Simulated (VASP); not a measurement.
# Pt (Fm-3m) in VASP: further runs

Aim: see how the results for Pt move with the level of theory and the settings. Levels: r2SCAN+D3(BJ), pbe exchange, lda correlation. Tasks: single point.

Program: VASP 6.6.1. These are calculated values, not measurements. Logs are shortened: lines on timing, memory, paths and dates and some standing lists are left out, and cuts for length are marked.

**1. The cell of the first run**

Symmetry: Fm-3m, No. 225, cubic system. The conventional cell has a = 3.922 Å, b = 3.922 Å, c = 3.922 Å, α = 90.00°, β = 90.00°, γ = 90.00°. Within 3.7 Å of Pt (site symmetry m-3m) lie 12 Pt at 2.77 Å.

**2. Single point, r2SCAN+D3(BJ), non-collinear spin, zero start, spin-orbit coupling**

Input file POSCAR:

```
Pt
1.0
    0.0000000000      1.9610436991      1.9610436991
    1.9610436991      0.0000000000      1.9610436991
    1.9610436991      1.9610436991      0.0000000000
Pt
1
Direct
    0.0000000000      0.0000000000      0.0000000000
```

Input file INCAR.step1:

```
PREC     = Accurate       # precision mode
ENCUT    = 550            # plane-wave cutoff, eV
ISMEAR   = 0              # smearing method
SIGMA    = 0.05           # smearing width, eV
LREAL    = False          # projectors in reciprocal space
LASPH    = True           # aspherical terms in the spheres
NELM     = 200            # most SCF steps
MAGMOM   = 0 0 0          # initial moments
LSORBIT  = True           # spin-orbit coupling
GGA_COMPAT= False        
LMAXMIX  = 4              # l up to which the mixer works
NBANDS   = 29             # bands
GGA      = PE             # functional
ALGO     = Normal         # electronic algorithm
EDIFF    = 1E-5           # SCF threshold, eV
LWAVE    = True           # write WAVECAR
LCHARG   = False          # write CHGCAR
```

Input file INCAR.step2:

```
PREC     = Accurate       # precision mode
ENCUT    = 550            # plane-wave cutoff, eV
EDIFF    = 1E-6           # SCF threshold, eV
ISMEAR   = 0              # smearing method
SIGMA    = 0.05           # smearing width, eV
LREAL    = False          # projectors in reciprocal space
LASPH    = True           # aspherical terms in the spheres
NELM     = 200            # most SCF steps
ALGO     = Normal         # electronic algorithm
ISIF     = 2              # what is computed and relaxed
LWAVE    = False          # write WAVECAR
LCHARG   = False          # write CHGCAR
MAGMOM   = 0 0 0          # initial moments
LORBIT   = 11             # projections on sites
LSORBIT  = True           # spin-orbit coupling
GGA_COMPAT= False        
LORBMOM  = True         
LMAXMIX  = 4              # l up to which the mixer works
METAGGA  = R2SCAN         # meta-GGA
LMIXTAU  = True         
IVDW     = 12             # dispersion correction
VDW_S6   = 1.0          
VDW_S8   = 0.78981345   
VDW_A1   = 0.49484001   
VDW_A2   = 5.73083694   
NBANDS   = 29             # bands
ISTART   = 1
```

Input file KPOINTS:

```
Automatic mesh
0
Gamma
  12 12 12
```

Potentials or basis: VASP PAW PBE potentials, release 64 (Pt_sv_GW).

On the command line:

```sh
cat potpaw_PBE.64/Pt_sv_GW/POTCAR > POTCAR
cp INCAR.step1 INCAR
mpirun -np 1 vasp_ncl > vasp.out
cp INCAR.step2 INCAR
mpirun -np 1 vasp_ncl > vasp.out
```

OUTCAR:

```text
PREC = Accurate
   ENCUT = 550
   EDIFF = 1E-6
   ISMEAR = 0
   LREAL = False
   LASPH = True
   NELM = 200
   ISIF = 2
   LORBIT = 11
   LSORBIT = True
   METAGGA = R2SCAN
   IVDW = 12
   ISTART = 1
 IVDW          = 12

 ion  position               nearest neighbor table
   1  0.000  0.000  0.000-

  LATTYP: Found a face centered cubic cell.
 ALAT       =     3.9220873982

  Lattice vectors:

 A1 = (   0.0000000000,   1.9610436991,   1.9610436991)
 A2 = (   1.9610436991,   0.0000000000,   1.9610436991)
 A3 = (   1.9610436991,   1.9610436991,   0.0000000000)

Analysis of symmetry for initial positions (statically):
=====================================================================
 Subroutine PRICEL returns:
 Original cell was already a primitive cell.

 Routine SETGRP: Setting up the symmetry group for a
 face centered cubic supercell.

 Subroutine GETGRP returns: Found 48 space group operations
 (whereof 48 operations were pure point group operations)
 out of a pool of 48 trial point group operations.

The static configuration has the point symmetry O_h .

Analysis of symmetry for dynamics (positions and initial velocities):
=====================================================================
 Subroutine PRICEL returns:
 Original cell was already a primitive cell.

 Routine SETGRP: Setting up the symmetry group for a
 face centered cubic supercell.

 Subroutine GETGRP returns: Found 48 space group operations
 (whereof 48 operations were pure point group operations)
 out of a pool of 48 trial point group operations.

The dynamic configuration has the point symmetry O_h .

Analysis of structural, dynamic, and magnetic symmetry:
=====================================================================
 Subroutine PRICEL returns:
 Original cell was already a primitive cell.

 Routine SETGRP: Setting up the symmetry group for a
 face centered cubic supercell.

 Subroutine GETGRP returns: Found 48 space group operations
 (whereof 48 operations were pure point group operations)
 out of a pool of 48 trial point group operations.

The overall configuration has the point symmetry O_h .

 Subroutine INISYM returns: Found 48 space group operations
 (whereof 48 operations are pure point group operations),
 and found     1 'primitive' translations

----------------------------------------------------------------------------------------

                                     Primitive cell

  volume of cell :      15.0831

  direct lattice vectors                    reciprocal lattice vectors
     0.000000000  1.961043699  1.961043699    -0.254966271  0.254966271  0.254966271
     1.961043699  0.000000000  1.961043699     0.254966271 -0.254966271  0.254966271
     1.961043699  1.961043699  0.000000000     0.254966271  0.254966271 -0.254966271

  length of vectors
     2.773334596  2.773334596  2.773334596     0.441614536  0.441614536  0.441614536

  position of ions in fractional coordinates (direct lattice)
     0.000000000  0.000000000  0.000000000

  ion indices of the primitive-cell ions
   primitive index   ion index
                 1           1

----------------------------------------------------------------------------------------

 KPOINTS: Automatic mesh

Automatic generation of k-mesh.
 Grid dimensions read from file:
 generate k-points for:   12   12   12

 Generating k-lattice:

  Cartesian coordinates                     Fractional coordinates (reciprocal lattice)
    -0.021247189  0.021247189  0.021247189     0.083333333  0.000000000  0.000000000
     0.021247189 -0.021247189  0.021247189     0.000000000  0.083333333  0.000000000
     0.021247189  0.021247189 -0.021247189     0.000000000  0.000000000  0.083333333

  Length of vectors
     0.036801211  0.036801211  0.036801211

  Shift w.r.t. Gamma in fractional coordinates (k-lattice)
     0.000000000  0.000000000  0.000000000

 Subroutine IBZKPT returns following result:
 ===========================================

 Found     72 irreducible k-points:

 Following reciprocal coordinates:
            Coordinates               Weight
  0.000000  0.000000  0.000000      1.000000
  0.083333  0.000000  0.000000      8.000000
  0.166667  0.000000  0.000000      8.000000
[... 35 lines left out ...]
   LNONCOLLINEAR =      T non collinear calculations
   LSORBIT =      T    spin-orbit coupling
   LASPH  =      T    aspherical Exc in radial PAW
   ENCUT  =  550.0 eV  40.42 Ry    6.36 a.u.   5.30  5.30  5.30*2*pi/ulx,y,z
   NELM   =    200;   NELMIN=  2; NELMDL=  0     # of ELM steps
   EDIFF  = 0.1E-05   stopping-criterion for ELM
   LREAL  =      F    real-space projection
   EDIFFG = 0.1E-04   stopping-criterion for IOM
   NSW    =      0    number of steps for IOM
   IBRION =     -1    ionic relax: 0-MD 1-quasi-New 2-CG
   NFREE  =      0    steps in history (QN), initial steepest desc. (CG)
   ISIF   =      2    stress and relaxation
   ISYM   =      2    0-nonsym 1-usesym 2-fastsym
   POTIM  = 0.5000    time-step for ionic-motion
   TEBEG  =    0.0;   TEEND  =   0.0 temperature during run
   PSTRESS=    0.0 pullay stress
   NELECT =      18.0000    total number of electrons
   NUPDOWN=      -1.0000    fix difference up-down
   EMIN   =  10.00;   EMAX   =-10.00  energy-range for DOS
   EFERMI =   0.00;   METHOD = LEGACY
   ISMEAR =     0;   SIGMA  =   0.05  broadening in eV -4-tet -1-fermi 0-gaus
   EFERMI_NEDOS =   21; number of points for ismear=-14 and -15
   IALGO  =     38    algorithm
   IMIX   =      4    mixing-type and parameters
     AMIX     =   0.40;   BMIX     =  1.00
     AMIX_MAG =   1.60;   BMIX_MAG =  1.00
  volume/ion in A,a.u.               =      15.08       101.79
  Fermi-wavevector in a.u.,A,eV,Ry     =   1.736474  3.281461 41.026239  3.015343
  Thomas-Fermi vector in A             =   2.809882
   LORBIT       =     11    0 simple, 1 ext, 2 COOP (PROOUT), +10 PAW based schemes
   METAGGA = R2SCAN    functional components
   LHFCALC =     F    Hartree Fock is set to
   AEXX    =    0.0000 exact exchange contribution
   IVDW    =    12    specifies the selected vdW correction
   LEPSILON=     F    determine dielectric tensor
   LRPA    =     F    only Hartree local field effects (RPA)
 Gauss-broadening in eV      SIGMA  =   0.05
  energy-cutoff  :      550.00
  volume of cell :       15.08
 maximum number of plane-waves:       918
 NGX is ok and might be reduce to    24
   NGX = 11   NGY = 11   NGZ = 11

 number of electron      18.0000001 magnetization      -0.0000000     -0.0000000      0.0000000

 number of electron      18.0000001 magnetization       0.0000000     -0.0000000      0.0000000

 number of electron      18.0000001 magnetization       0.0000000      0.0000000      0.0000000

 number of electron      18.0000001 magnetization      -0.0000000     -0.0000000     -0.0000000

 Free energy of the ion-electron system (eV)
  ---------------------------------------------------
  ext. energy  EPLUGINS =         0.00000000
  ---------------------------------------------------
  free energy    TOTEN  =       -53.59059242 eV

  energy without entropy =      -53.58828458  energy(sigma->0) =      -53.58943850

 E-fermi :  10.5128     XC(G=0): -15.2746

 val. band max:       10.4768936072   @ k =  -0.4167   0.3333   0.0000
 cond. band min:      10.5131592641   @ k =   0.5000   0.0833   0.0000
 fundamental gap:      0.0362656568
 Fermi energy:        10.5127912355

 k-point     1 :       0.0000    0.0000    0.0000
  band No.  band energies     occupation
      1     -90.2066      1.00000
      2     -90.2066      1.00000
      3     -52.8417      1.00000
      4     -52.8417      1.00000
      5     -39.3800      1.00000
      6     -39.3800      1.00000
[... 757 lines left out ...]
     28      30.1105      0.00000
     29      38.5437      0.00000

 [... further k-points ...]

------------------------ aborting loop because EDIFF is reached ----------------------------------------

 Edisp (eV)   -0.36770

 E8    (eV) :    -0.1341

  FORCE on cell =-STRESS in cart. coord.  units (eV):
  Direction    XX          YY          ZZ          XY          YZ          ZX
  --------------------------------------------------------------------------------------
  -------------------------------------------------------------------------------------
  Total      -0.06587    -0.06587    -0.06587     0.00000     0.00000    -0.00000
  in kB      -6.99694    -6.99694    -6.99694     0.00000     0.00000    -0.00000
  external pressure =       -7.00 kB  Pullay stress =        0.00 kB

 VOLUME and BASIS-vectors are now :
 -----------------------------------------------------------------------------
  energy-cutoff  :      550.00
  volume of cell :       15.08
      direct lattice vectors                 reciprocal lattice vectors
     0.000000000  1.961043699  1.961043699    -0.254966271  0.254966271  0.254966271
     1.961043699  0.000000000  1.961043699     0.254966271 -0.254966271  0.254966271
     1.961043699  1.961043699  0.000000000     0.254966271  0.254966271 -0.254966271

 POSITION                                       TOTAL-FORCE (eV/Angst)
 -----------------------------------------------------------------------------------
      0.00000      0.00000      0.00000         0.000000     -0.000000     -0.000000
 -----------------------------------------------------------------------------------
    total drift:                               -0.000000      0.000000      0.000000

  FREE ENERGIE OF THE ION-ELECTRON SYSTEM (eV)
  ---------------------------------------------------
  free  energy   TOTEN  =       -53.9582880425 eV

  energy  without entropy=      -53.9559801944  energy(sigma->0) =      -53.95713412

 orbital moment (x)

 # of ion     p       d       f       tot
 ------------------------------------------------
  1        -0.000  -0.000   0.000  -0.000
 ------------------------------------------------
           -0.000  -0.000   0.000  -0.000

 orbital moment (y)

 # of ion     p       d       f       tot
 ------------------------------------------------
  1        -0.000  -0.000   0.000  -0.000
 ------------------------------------------------
           -0.000  -0.000   0.000  -0.000

 orbital moment (z)

 # of ion     p       d       f       tot
 ------------------------------------------------
  1         0.000  -0.000  -0.000  -0.000
 ------------------------------------------------
            0.000  -0.000  -0.000  -0.000

 Spin-Orbit-Coupling matrix elements

 Ion:    1  E_soc:     -4.3127603
 l=   1
     0.0000000    -0.6210746    -0.6210746
    -0.6210746     0.0000000    -0.6210746
    -0.6210746    -0.6210746     0.0000000
 l=   2
     0.0000000    -0.0176885     0.0000000    -0.0176885    -0.0800185
    -0.0176885     0.0000000    -0.0600139    -0.0176885    -0.0200046
     0.0000000    -0.0600139     0.0000000    -0.0600139     0.0000000
    -0.0176885    -0.0176885    -0.0600139     0.0000000    -0.0200046
    -0.0800185    -0.0200046     0.0000000    -0.0200046     0.0000000
 l=   3
     0.0000000    -0.0000015     0.0000000     0.0000000     0.0000000    -0.0000018    -0.0000061
    -0.0000015     0.0000000    -0.0000025     0.0000000    -0.0000025    -0.0000039    -0.0000015
     0.0000000    -0.0000025     0.0000000    -0.0000041    -0.0000018    -0.0000020     0.0000000
     0.0000000     0.0000000    -0.0000041     0.0000000    -0.0000041     0.0000000     0.0000000
     0.0000000    -0.0000025    -0.0000018    -0.0000041     0.0000000    -0.0000020     0.0000000
    -0.0000018    -0.0000039    -0.0000020     0.0000000    -0.0000020     0.0000000    -0.0000018
    -0.0000061    -0.0000015     0.0000000     0.0000000     0.0000000    -0.0000018     0.0000000

 total charge

# of ion       s       p       d       f       tot
--------------------------------------------------
    1        4.311   6.102   7.559   0.023  17.995

 magnetization (x)

# of ion       s       p       d       f       tot
--------------------------------------------------
    1        0.000  -0.000   0.000  -0.000  -0.000

 magnetization (y)

# of ion       s       p       d       f       tot
--------------------------------------------------
    1       -0.000   0.000   0.000   0.000  -0.000

 magnetization (z)

# of ion       s       p       d       f       tot
--------------------------------------------------
    1        0.000   0.000   0.000  -0.000   0.000
```

It took 11 min on 1 thread of AMD EPYC 7R43 (Zen 3), shared host; peak memory 0.22 GiB.

What came out:

```yaml
Free_energy: -53.9583 eV
Pressure: -0.7 GPa
Net_moment: 0.00 μB per cell
Valence_electrons_inside_the_program's_atomic_spheres: Pt 18.00
Dispersion_energy_per_atom: -0.368 eV
```

Moments on the atoms (μB; x, y, z):
```
Pt  0.00 0.00 0.00
```

Caveat: the PAW data sets were made with another functional, which shifts forces and pressure a little.

**3. Single point, pbe exchange, lda correlation, non-collinear spin, typed start (14.18 Å³/atom)**

This run uses another cell than the first one, of 14.18 Å³/atom.

Input file INCAR:

```
SYSTEM = Pt
  PREC = Accurate
  ENCUT = 500
  EDIFF = 1E-6
  ISMEAR = 1
  SIGMA = 0.01
  LREAL = .False.
  LASPH = .True.
  NELM = 200
  ALGO = Normal
  ISIF = 2
  LWAVE = .False.
  LCHARG = .True.
  LNONCOLLINEAR = .True.
  MAGMOM = -0.051 -0.199 -0.079
  LORBIT = 11
  LMAXMIX = 4
  GGA = LIBXC
  LIBXC1 = GGA_X_PBE
  LIBXC2 = LDA_C_PW
  LVHAR = .True.
  NBANDS = 21
  GGA_COMPAT = .False.
```

Input file KPOINTS:

```
regular mesh
0
Gamma
  9 9 9
  0 0 0
```

Input file POSCAR:

```
Pt
1.0
    0.0000000000      1.9208704006      1.9208704006
    1.9208704006      0.0000000000      1.9208704006
    1.9208704006      1.9208704006      0.0000000000
Pt
1
Direct
    0.0000000000      0.0000000000      0.0000000000
```

Potentials or basis: VASP PAW PBE potentials, release 64 (Pt).

On the command line:

```sh
cat potpaw_PBE.64/Pt/POTCAR > POTCAR
mpirun -np 1 vasp_ncl > vasp.out
```

It took 2.3 min on 1 thread of Intel Xeon Platinum 8488C (Sapphire Rapids), shared host; peak memory 0.27 GiB.

The run converged. Its results:

* Free energy: -4.0970 eV
* Pressure: 53.6 GPa
* Band gap on the k mesh: zero (bands 10 and 11 overlap by 2.31 eV)
* Net moment: 0.03 μB per cell
* Valence electrons inside the program's atomic spheres: Pt 9.52

Levels at points of the mesh, in eV from the Fermi level:
```tsv
k point	band 6	band 7	band 8	band 9	band 10	band 11	band 12	band 13	band 14	band 15
(0.00, 0.00, 0.00)	-4.16	-4.16	-4.16	-1.84	-1.84	-1.81	-1.81	14.88	14.88	20.06
```

Moments on the atoms (μB; x, y, z):
```
Pt  0.01 0.02 0.01
```

Caveat: the cell stands under pressure; the PAW data sets were made with another functional, which shifts forces and pressure a little; spin-orbit coupling is left out, which moves the levels of the heavy elements.

(Part 1 of 2 ends here.)
